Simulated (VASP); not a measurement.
A run of VASP 6.6.1 is set up as follows.

File INCAR:

```
SYSTEM = AlSn
ALGO = Normal ; EDIFF = 1E-6
ENCUT = 520 ; GGA = RP
ISIF = 2 ; ISMEAR = -1
ISYM = 0 ; LASPH = .TRUE.
LCHARG = .FALSE. ; LREAL = .FALSE.
LWAVE = .FALSE. ; NBANDS = 16
NELM = 80 ; PREC = Accurate
SIGMA = 0.05
```

File KPOINTS:

```
Automatic mesh
0
Gamma
  8 8 9
  0.5 0.5 0.5
```

Contents of POSCAR:

```
AlSn
1.0
    4.1981056157      0.0000000000      0.0000000000
   -2.0990528078      3.6356661109      0.0000000000
    0.0000000000      0.0000000000      3.3068470000
Al Sn
1 1
Direct
    0.0000000000      0.0000000000      0.0000000000
    0.3333333333      0.6666666667      0.5000000000
```

Potentials or basis: VASP PAW PBE potentials, release 64 (Al, Sn_d).

Command:

```console
$ cat potpaw_PBE.64/Al/POTCAR potpaw_PBE.64/Sn_d/POTCAR > POTCAR
$ mpirun -np 1 vasp_std > vasp.out
```

Q: Estimate the pressure.

A: 1.2 GPa.

Stress tensor (GPa, compression positive):
```
1.67 0.00 0.00
0.00 1.67 0.00
0.00 0.00 0.16
```

Caveat: the PAW data sets were made with another functional, which shifts forces and pressure a little.
